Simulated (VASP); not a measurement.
Set up this calculation in VASP 6.6.1, as the native input.

```
Task                   : single point
Functional             : PBEsol
Potentials or basis    : VASP PAW PBE potentials, release 64 (Zn, Se)
Cutoff                 : 520 eV
k mesh                 : 8 × 8 × 8
Occupations            : gaussian, width 0.02 eV
Spin                   : no spin polarisation
Dipole correction      : no
Further INCAR settings : ALGO = Normal; EDIFF = 1e-06; NBANDS = 16
```

The structure of ZnSe lies in POSCAR:

```
ZnSe
1.0
    0.0000000000      2.9695106820      2.9695106820
    2.9695106820      0.0000000000      2.9695106820
    2.9695106820      2.9695106820      0.0000000000
Zn Se
1 1
Direct
    0.0000000000      0.0000000000      0.0000000000
    0.7500000000      0.7500000000      0.7500000000
```

This cell differs from its parent crystal: strained.

These files were run (other wordings do the same):

INCAR

```
PREC = Accurate
ENCUT = 520
EDIFF = 1E-6
ISMEAR = 0
SIGMA = 0.02
LREAL = F
LASPH = T
NELM = 60
ALGO = Normal
ISIF = 2
LWAVE = F
LCHARG = F
GGA = PS
NBANDS = 16
```

KPOINTS

```
regular mesh
0
Gamma
  8 8 8
```

Potentials or basis: VASP PAW PBE potentials, release 64 (Zn, Se).

The run is started by

```console
$ cat potpaw_PBE.64/Zn/POTCAR potpaw_PBE.64/Se/POTCAR > POTCAR
$ mpirun -np 1 vasp_std > vasp.out
```

It gave:

The pressure is -7.1 GPa. The band gap on the k mesh is 0.65 eV, direct.

Caveat: the cell differs from its parent crystal (strained); the PAW data sets were made with another functional, which shifts forces and pressure a little.

It took 30 s on 1 thread of Intel Xeon 8259CL, with other jobs on the host, peak memory 0.18 GiB.
